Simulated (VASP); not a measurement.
# LiBBr4 (P-6m2) in VASP: notebook

The runs below take LiBBr4 through single point, relaxation of cell and atoms, with PBE.

Program: VASP 6.6.1. These are calculated values, not measurements. Logs are shortened: lines on timing, memory, paths and dates and some standing lists are left out, and cuts for length are marked.

## 1. The cell of the first run

The structure is hexagonal, space group P-6m2 (No. 187). The conventional cell has a = 4.917 Å, b = 4.917 Å, c = 9.067 Å, α = 90.00°, β = 90.00°, γ = 120.00°. Li (site symmetry -6m2) has 2 Br at 1.87 Å within 2.5 Å. Within 3.7 Å of B (site symmetry -6m2) lie 3 Br at 2.84 Å. Br (site symmetry 3m) has 1 Li at 1.87 Å within 2.5 Å. Within 3.5 Å of Br (site symmetry -6m2) lie 2 Br at 2.66 Å and 3 B at 2.84 Å. Br (site symmetry -6m2) has 3 Li at 2.84 Å and 6 Br at 3.40 Å within 3.7 Å.

The cell was generated, and may not be a known phase.

## 2. Single point, PBE

Contents of INCAR:

```
SYSTEM = LiBBr4
PREC = Accurate ; ENCUT = 520
EDIFF = 1E-6 ; ISMEAR = 0
SIGMA = 0.1 ; LREAL = .FALSE.
LASPH = .TRUE. ; NELM = 60
ALGO = Fast ; ISIF = 2
LWAVE = .FALSE. ; LCHARG = .TRUE.
GGA = PE ; LELF = .TRUE.
LVHAR = .TRUE. ; NBANDS = 26
```

Contents of KPOINTS:

```
regular mesh
0
G
  6 6 2
  0 0 0
```

Contents of POSCAR:

```
LiBBr4
1.0
    4.9167390100      0.0000000000      0.0000000000
   -2.4583695100      4.2580208900      0.0000000000
    0.0000000000      0.0000000000      9.0665916000
Li B Br
1 1 4
Direct
    0.6666666700      0.3333333300      0.5000000000
    0.0000000000      0.0000000000      0.0000000000
    0.6666666700      0.3333333300      0.2936623100
    0.6666666700      0.3333333300      0.7063376900
    0.6666666700      0.3333333300      0.0000000000
    0.3333333300      0.6666666700      0.5000000000
```

Potentials or basis: VASP PAW PBE potentials, release 64 (Li_sv, B, Br).

Launch:

```
cat potpaw_PBE.64/Li_sv/POTCAR potpaw_PBE.64/B/POTCAR potpaw_PBE.64/Br/POTCAR > POTCAR
mpirun -np 1 vasp_std > vasp.out
```

OUTCAR:

```text
SYSTEM = LiBBr4
   PREC = Accurate
   ENCUT = 520
   EDIFF = 1E-6
   ISMEAR = 0
   LREAL = .FALSE.
   LASPH = .TRUE.
   NELM = 60
   ISIF = 2
   GGA = PE

 ion  position               nearest neighbor table
   1  0.667  0.333  0.500-   3 1.87   4 1.87
   2  0.000  0.000  0.000-
   3  0.667  0.333  0.294-   1 1.87   5 2.66
   4  0.667  0.333  0.706-   1 1.87   5 2.66
   5  0.667  0.333  0.000-   3 2.66   4 2.66
   6  0.333  0.667  0.500-

  LATTYP: Found a hexagonal cell.
 ALAT       =     4.9167390100
 C/A-ratio  =     1.8440253960

  Lattice vectors:

 A1 = (   4.9167390100,   0.0000000000,   0.0000000000)
 A2 = (  -2.4583695100,   4.2580208900,   0.0000000000)
 A3 = (   0.0000000000,   0.0000000000,   9.0665916000)

Analysis of symmetry for initial positions (statically):
=====================================================================
 Subroutine PRICEL returns:
 Original cell was already a primitive cell.

 Routine SETGRP: Setting up the symmetry group for a
 hexagonal supercell.

 Subroutine GETGRP returns: Found 12 space group operations
 (whereof 12 operations were pure point group operations)
 out of a pool of 24 trial point group operations.

The static configuration has the point symmetry D_3h.

Analysis of symmetry for dynamics (positions and initial velocities):
=====================================================================
 Subroutine PRICEL returns:
 Original cell was already a primitive cell.

 Routine SETGRP: Setting up the symmetry group for a
 hexagonal supercell.

 Subroutine GETGRP returns: Found 12 space group operations
 (whereof 12 operations were pure point group operations)
 out of a pool of 24 trial point group operations.

The dynamic configuration has the point symmetry D_3h.

 Subroutine INISYM returns: Found 12 space group operations
 (whereof 12 operations are pure point group operations),
 and found     1 'primitive' translations

----------------------------------------------------------------------------------------

                                     Primitive cell

[... 84 lines left out ...]
   LASPH  =      T    aspherical Exc in radial PAW
   ENCUT  =  520.0 eV  38.22 Ry    6.18 a.u.   9.14  9.14 16.86*2*pi/ulx,y,z
   NELM   =     60;   NELMIN=  2; NELMDL= -5     # of ELM steps
   EDIFF  = 0.1E-05   stopping-criterion for ELM
   LREAL  =      F    real-space projection
   EDIFFG = 0.1E-04   stopping-criterion for IOM
   NSW    =      0    number of steps for IOM
   IBRION =     -1    ionic relax: 0-MD 1-quasi-New 2-CG
   NFREE  =      0    steps in history (QN), initial steepest desc. (CG)
   ISIF   =      2    stress and relaxation
   ISYM   =      2    0-nonsym 1-usesym 2-fastsym
   POTIM  = 0.5000    time-step for ionic-motion
   TEBEG  =    0.0;   TEEND  =   0.0 temperature during run
   PSTRESS=    0.0 pullay stress
   NELECT =      34.0000    total number of electrons
   NUPDOWN=      -1.0000    fix difference up-down
   EMIN   =  10.00;   EMAX   =-10.00  energy-range for DOS
   EFERMI =   0.00;   METHOD = LEGACY
   ISMEAR =     0;   SIGMA  =   0.10  broadening in eV -4-tet -1-fermi 0-gaus
   EFERMI_NEDOS =   21; number of points for ismear=-14 and -15
   IALGO  =     68    algorithm
   IMIX   =      4    mixing-type and parameters
     AMIX     =   0.40;   BMIX     =  1.00
     AMIX_MAG =   1.60;   BMIX_MAG =  1.00
  volume/ion in A,a.u.               =      31.64       213.49
  Fermi-wavevector in a.u.,A,eV,Ry     =   0.922837  1.743908 11.587094  0.851627
  Thomas-Fermi vector in A             =   2.048407
   LORBIT       =      0    0 simple, 1 ext, 2 COOP (PROOUT), +10 PAW based schemes
   GGA     = PE    functional components
   LHFCALC =     F    Hartree Fock is set to
   AEXX    =    0.0000 exact exchange contribution
   IVDW    =     0    specifies the selected vdW correction
   LEPSILON=     F    determine dielectric tensor
   LRPA    =     F    only Hartree local field effects (RPA)
 non-spin polarized calculation
 RMM-DIIS sequential band-by-band and
 Gauss-broadening in eV      SIGMA  =   0.10
  energy-cutoff  :      520.00
  volume of cell :      189.81
 maximum number of plane-waves:      5140
 NGX is ok and might be reduce to    40
   NGX = 19   NGY = 19   NGZ = 33

 number of electron      33.9999999 magnetization

 Free energy of the ion-electron system (eV)
  ---------------------------------------------------
  ext. energy  EPLUGINS =         0.00000000
  ---------------------------------------------------
  free energy    TOTEN  =       -10.15538822 eV

  energy without entropy =      -10.12079332  energy(sigma->0) =      -10.13809077

 E-fermi :  -0.3033     XC(G=0):  -7.1820

 val. band max:       -0.3367369654   @ k =   0.3333   0.1667   0.5000
 cond. band min:      -0.2626938994   @ k =   0.3333   0.3333   0.0000
 fundamental gap:      0.0740430660
 Fermi energy:        -0.3033205603

 k-point     1 :       0.0000    0.0000    0.0000
  band No.  band energies     occupation
      1     -45.4953      2.00000
      2     -16.6677      2.00000
      3     -14.8165      2.00000
      4     -14.3892      2.00000
      5     -13.1169      2.00000
      6      -6.0255      2.00000
[... 395 lines left out ...]
     25       7.9218      0.00000
     26       8.1576      0.00000

------------------------ aborting loop because EDIFF is reached ----------------------------------------

  FORCE on cell =-STRESS in cart. coord.  units (eV):
  Direction    XX          YY          ZZ          XY          YZ          ZX
  --------------------------------------------------------------------------------------
  -------------------------------------------------------------------------------------
  Total       -1.0970767     -1.0970767     22.8017509      0.0000000      0.0000000      0.0000000
  in kB       -9.2601621     -9.2601621    192.4641221      0.0000000      0.0000000      0.0000000
  external PRESSURE =      57.9812659 kB  Pullay stress =       0.0000000 kB

 VOLUME and BASIS-vectors are now :
 -----------------------------------------------------------------------------
  energy-cutoff  :      520.00
  volume of cell :      189.81
      direct lattice vectors                 reciprocal lattice vectors
     4.916739010  0.000000000  0.000000000     0.203386838  0.117425446  0.000000000
    -2.458369510  4.258020890  0.000000000     0.000000000  0.234850891  0.000000000
     0.000000000  0.000000000  9.066591600     0.000000000  0.000000000  0.110295031

 POSITION                                       TOTAL-FORCE (eV/Angst)
 -----------------------------------------------------------------------------------
      2.45837      1.41934      4.53330         0.000000     -0.000000      0.000000
      0.00000      0.00000      0.00000        -0.000000     -0.000000      0.000000
      2.45837      1.41934      2.66252        -0.000000      0.000000     -5.489029
      2.45837      1.41934      6.40408        -0.000000     -0.000000      5.489029
      2.45837      1.41934      0.00000        -0.000000     -0.000000      0.000000
     -0.00000      2.83868      4.53330         0.000000     -0.000000      0.000000
 -----------------------------------------------------------------------------------
    total drift:                               -0.000054      0.000031      0.000000

  FREE ENERGIE OF THE ION-ELECTRON SYSTEM (eV)
  ---------------------------------------------------
  free  energy   TOTEN  =       -10.1553882193 eV

  energy  without entropy=      -10.1207933232  energy(sigma->0) =      -10.13809077
```

It took 3.3 min on 1 thread of Oxide Virtual Turin-like, shared host; peak memory 0.31 GiB.

Results:

| Property | Result |
| --- | --- |
| Free energy | -10.1554 eV |
| Largest force | 5.489 eV/Å |
| Band gap on the k mesh | zero (bands 17 and 18 overlap by 0.01 eV) |

Forces on the atoms (eV/Å):
```
Li   0.000  0.000  0.000
B    0.000  0.000  0.000
Br   0.000  0.000 -5.489
Br   0.000  0.000  5.489
Br   0.000  0.000  0.000
Br   0.000  0.000  0.000
```

Caveat: the cutoff is under 1.25 times the usual one of these potentials, so pressure, stress and relaxed cells hold a basis-set (Pulay) error; semilocal functionals underestimate gaps, and a narrow one can read as zero; forces of over 1 eV/Å act on the atoms, so gaps and moduli don't describe the material at rest.

[end of part 1 of 3]

The gap in the log of VASP goes by the Fermi energy; the results here count the filled bands.